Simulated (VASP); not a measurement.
Wanted: the native input for a VASP 6.6.1 run.

```yaml
Task: single point
Functional: PBEsol
Potentials_or_basis: VASP PAW PBE potentials, release 64 (Hf_pv, C)
Cutoff: 520 eV
k_mesh: 15 × 15 × 8
Occupations: gaussian, width 0.1 eV
Spin: no spin polarisation
Dipole_correction: no
Further_INCAR_settings: ALGO = Normal; EDIFF = 1e-06; NBANDS = 22
```

The structure of HfC lies in POSCAR:

```
HfC
1.0
    3.2576229687      0.0000000000      0.0000000000
   -1.6288114843      2.8211842469      0.0000000000
    0.0000000000      0.0000000000      5.2261262130
Hf C
2 2
Direct
    0.6666666700      0.3333333300      0.7500000000
    0.3333333300      0.6666666700      0.2500000000
    0.0000000000      0.0000000000      0.0000000000
    0.0000000000      0.0000000000      0.5000000000
```

This cell differs from its parent crystal: strained.

The input as run:

INCAR

```
PREC     = Accurate       # precision mode
ENCUT    = 520            # plane-wave cutoff, eV
EDIFF    = 1E-6           # SCF threshold, eV
ISMEAR   = 0              # smearing method
SIGMA    = 0.1            # smearing width, eV
LREAL    = F              # projectors in reciprocal space
LASPH    = T              # aspherical terms in the spheres
NELM     = 80             # most SCF steps
ALGO     = Normal         # electronic algorithm
ISIF     = 2              # what is computed and relaxed
LWAVE    = F              # write WAVECAR
LCHARG   = F              # write CHGCAR
GGA      = PS             # functional
NBANDS   = 22             # bands
```

KPOINTS

```
regular mesh
0
Gamma
  15 15 8
```

Potentials or basis: VASP PAW PBE potentials, release 64 (Hf_pv, C).

Command:

```console
$ cat potpaw_PBE.64/Hf_pv/POTCAR potpaw_PBE.64/C/POTCAR > POTCAR
$ mpirun -np 1 vasp_std > vasp.out
```

Results of the run:

```yaml
Pressure: 3.8 GPa
Band_gap_on_the_k_mesh: zero (band 14 reaches 7.58 eV, above the bottom of band 15 at 6.22 eV)
```

Caveat: the cell differs from its parent crystal (strained); the PAW data sets were made with another functional, which shifts forces and pressure a little; spin-orbit coupling is left out, which moves the levels of the heavy elements.

It took 61 s on 1 thread of Intel(R) Xeon(R) Platinum 8488C (Sapphire Rapids) (shared host), peak memory 0.25 GiB.
